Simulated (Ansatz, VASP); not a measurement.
La3In: VASP beside Ansatz

```
La In
1.0
     4.98159    0.00000    0.00000
     0.00000    4.98159    0.00000
     0.00000    0.00000    4.98159
La In
3 1
Direct
  0.00000 0.50000 0.50000
  0.50000 0.00000 0.50000
  0.50000 0.50000 0.00000
  0.00000 0.00000 0.00000
```

Change from the starting cell: volume scaled by 0.94.

Alike in both runs: task single point; functional PBEsol; k mesh 7 × 7 × 7; occupations fermi-dirac, width 0.05 eV; no spin polarisation.

```csv
,VASP,Ansatz
version,VASP 6.6.1,Ansatz 0.2.0
potentials or method,"VASP PAW PBE potentials, release 64 (La, In_d), cutoff 520 eV","all-electron LAPW, scalar-relativistic"
```

|  | VASP | Ansatz | Ansatz less VASP |
| --- | --- | --- | --- |
| pressure (GPa) | -0.3 | -0.3 | +0.01 |

VASP's potentials were made for PBE, not for PBEsol. Ansatz ran all-electron here, and VASP with PAW potentials.

Spin-orbit coupling is off throughout.
